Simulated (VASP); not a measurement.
Input of a VASP 6.6.1 run:

Contents of POSCAR:

```
Al3GaN4
1.0
    8.8147860000      0.0000000000      0.0000000000
    0.0000000000      8.8147860000      0.0000000000
    0.0000000000      0.0000000000      8.8147860000
Ga Al N
8 24 32
Direct
    0.0001470000      0.0013720000      0.0022340000
    0.5005180000      0.0014630000      0.0023180000
    0.5012000000      0.4991630000      0.4992910000
    0.2503140000      0.0021310000      0.7480180000
    0.2495630000      0.4999790000      0.2490150000
    0.7505700000      0.0021450000      0.7479720000
    0.9999790000      0.7479650000      0.7487200000
    0.5002240000      0.7487880000      0.7495180000
    0.0002630000      0.0010330000      0.4970430000
    0.9996090000      0.4990990000      0.9997890000
    0.9991270000      0.4993210000      0.4990230000
    0.5004200000      0.0010740000      0.4970410000
    0.5010730000      0.4993250000      0.9997410000
    0.2499170000      0.2519170000      0.0000190000
    0.2495410000      0.2498990000      0.4987510000
    0.2503290000      0.7484970000      0.0010670000
    0.2490520000      0.7503080000      0.4979760000
    0.7502890000      0.2525700000      0.0006270000
    0.7511190000      0.2504350000      0.4983820000
    0.7505500000      0.7478700000      0.0017770000
    0.7507660000      0.7498430000      0.4968770000
    0.2501620000      0.0003430000      0.2509740000
    0.2494650000      0.4986210000      0.7498150000
    0.7504850000      0.0004240000      0.2510060000
    0.7509980000      0.5000150000      0.2487980000
    0.7510060000      0.4983300000      0.7499740000
    0.9992860000      0.2505650000      0.2501060000
    0.0003110000      0.2524830000      0.7485580000
    0.9994950000      0.7497850000      0.2503180000
    0.5007780000      0.2499570000      0.2498230000
    0.5006060000      0.2517570000      0.7491420000
    0.5012660000      0.7504990000      0.2493470000
    0.1290810000      0.1293110000      0.1289310000
    0.1210640000      0.1284170000      0.6211140000
    0.1209790000      0.6276690000      0.1219650000
    0.1286410000      0.6211520000      0.6207460000
    0.6298010000      0.1287410000      0.1285720000
    0.6216970000      0.1291430000      0.6206340000
    0.6248080000      0.6244750000      0.1254400000
    0.6324280000      0.6246870000      0.6245130000
    0.3787810000      0.3724980000      0.1224640000
    0.3721090000      0.3723070000      0.6268470000
    0.3721150000      0.8724480000      0.1281770000
    0.3755680000      0.8753100000      0.6181940000
    0.8761530000      0.3756020000      0.1252500000
    0.8749110000      0.3753950000      0.6242280000
    0.8718620000      0.8724800000      0.1284650000
    0.8758380000      0.8753330000      0.6179490000
    0.3753240000      0.1261300000      0.3742640000
    0.3759190000      0.1313920000      0.8750810000
    0.3758980000      0.6304010000      0.3743440000
    0.3721190000      0.6212940000      0.8777430000
    0.8754230000      0.1254430000      0.3743170000
    0.8758750000      0.1320730000      0.8750160000
    0.8756460000      0.6244370000      0.3742060000
    0.8721750000      0.6214630000      0.8777590000
    0.1222630000      0.3726290000      0.3771490000
    0.1247070000      0.3754730000      0.8751640000
    0.1246720000      0.8754270000      0.3741760000
    0.1281130000      0.8728410000      0.8772300000
    0.6287640000      0.3725200000      0.3710190000
    0.6255340000      0.3754330000      0.8745820000
    0.6254720000      0.8755830000      0.3742790000
    0.6286150000      0.8729600000      0.8780370000
```

File INCAR.step1:

```
ALGO = Normal
EDIFF = 1E-5
ENCUT = 520
GGA = PE
ISIF = 2
ISMEAR = -1
ISYM = 0
LASPH = T
LCHARG = F
LREAL = Auto
LUSENCCL = F
LWAVE = T
NBANDS = 206
NELM = 80
PREC = Accurate
SIGMA = 0.05
```

INCAR.step2

```
ALGO = Normal
EDIFF = 1E-6
ENCUT = 520
GGA = PE
HFSCREEN = 0.2079
ISIF = 2
ISMEAR = -1
ISTART = 1
ISYM = 0
LASPH = T
LCHARG = F
LHFCALC = T
LREAL = Auto
LUSENCCL = F
LWAVE = F
NBANDS = 206
NELM = 80
PREC = Accurate
PRECFOCK = Fast
SIGMA = 0.05
```

Contents of KPOINTS:

```
Automatic mesh
0
Gamma
  1 1 1
  0.25 0.25 0.25
```

Potentials or basis: VASP PAW PBE potentials, release 64 (Ga_d, Al, N).

Run with:

```bash
$ cat potpaw_PBE.64/Ga_d/POTCAR potpaw_PBE.64/Al/POTCAR potpaw_PBE.64/N/POTCAR > POTCAR
$ cp INCAR.step1 INCAR
$ mpirun -np 1 vasp_std > vasp.out
$ cp INCAR.step2 INCAR
$ mpirun -np 1 vasp_std > vasp.out
```

Predict the band gap on the k mesh.

5.39 eV (least direct gap 5.40 eV).

Predict the pressure.

-1.5 GPa.

Predict the largest force.

0.082 eV/Å.

Forces in eV/Å, atoms in the order of the input:
```
Ga   0.018 -0.006 -0.002
Ga   0.014  0.006 -0.002
Ga   0.010  0.011  0.000
Ga  -0.003 -0.001  0.000
Ga  -0.003  0.012  0.004
Ga   0.003 -0.012  0.001
Ga   0.000  0.008  0.000
Ga   0.017  0.013 -0.010
Al   0.001  0.022  0.034
Al  -0.001  0.039  0.019
Al   0.048 -0.003  0.020
Al   0.000  0.017  0.033
Al   0.003 -0.001  0.025
Al   0.057  0.000  0.010
Al  -0.013  0.001  0.043
Al  -0.030  0.039  0.020
Al   0.058  0.030 -0.002
Al   0.043  0.004  0.025
Al   0.011  0.007  0.006
Al   0.005  0.041  0.007
Al   0.035  0.030  0.051
Al   0.024  0.025  0.033
Al   0.007  0.000  0.024
Al   0.024  0.031  0.034
Al   0.028  0.003  0.034
Al   0.024  0.042  0.030
Al   0.047  0.009  0.056
Al   0.010 -0.002  0.024
Al   0.011  0.039  0.008
Al   0.058  0.003  0.005
Al  -0.011  0.005  0.039
Al  -0.014  0.036  0.051
N   -0.008  0.007 -0.005
N   -0.044  0.030 -0.044
N   -0.035  0.003 -0.039
N    0.022 -0.046 -0.038
N   -0.010 -0.006 -0.006
N   -0.042  0.030 -0.042
N   -0.027 -0.034 -0.021
N    0.053 -0.035 -0.027
N    0.026 -0.025 -0.035
N   -0.031 -0.025  0.018
N   -0.031 -0.047  0.025
N    0.010  0.010 -0.062
N   -0.025 -0.012 -0.030
N   -0.029 -0.005 -0.023
N   -0.041 -0.043  0.038
N    0.012  0.012 -0.079
N   -0.022 -0.022 -0.039
N   -0.026  0.057 -0.026
N   -0.019  0.041 -0.031
N   -0.027 -0.052  0.021
N   -0.023 -0.030 -0.046
N   -0.022  0.072 -0.021
N   -0.033 -0.034 -0.036
N   -0.039 -0.068  0.024
N   -0.059 -0.033  0.013
N   -0.026 -0.009 -0.024
N   -0.031 -0.026 -0.035
N    0.040 -0.046  0.034
N    0.015 -0.021 -0.040
N   -0.022 -0.009 -0.045
N   -0.019 -0.031 -0.045
N    0.034 -0.050  0.044
```

Caveat: the PAW data sets were made with another functional, which shifts forces and pressure a little; a shifted mesh leaves out Γ, where band edges can lie. A k mesh can miss the band edges.
